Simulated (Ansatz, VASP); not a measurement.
**Ta in VASP and in Ansatz**

```
CELL_PARAMETERS angstrom
-1.59403 1.59403 1.66045
1.59403 -1.59403 1.66045
1.59403 1.59403 -1.66045
ATOMIC_POSITIONS crystal
Ta 0.00000 0.00000 0.00000
```

Change from the starting cell: x and y stretched by -4 %, z held, PAW files.

Alike in both runs: task electric field gradients; functional PBE; k mesh 16 × 16 × 16; occupations fermi-dirac, width 0.08 eV; no spin polarisation.

```csv
,VASP,Ansatz
version,VASP 6.6.1,Ansatz 0.2.0
potentials or method,"VASP PAW PBE potentials, release 64 (Ta_pv)","PAW with Ansatz's default frozen-core files, scalar-relativistic"
plane-wave cutoff (eV),520,420
valence electrons in the cell,11,13
```

Ansatz gave:

* pressure (GPa): 18.5
* traceless stress, the component that is largest in VASP (GPa): -3.26
* size of Vzz on the site where it differs most (V/Å²): 22.2

Problem. Which values does VASP return?

Solution. Pressure (GPa): 18.7; traceless stress, the component that is largest in VASP (GPa): -3.25; size of Vzz on the site where it differs most (V/Å²): 19.8.

VASP's potentials hold 11 valence electrons a cell and Ansatz's 13, so a difference there can come from the potentials and not from the codes.

Spin-orbit coupling is off throughout.
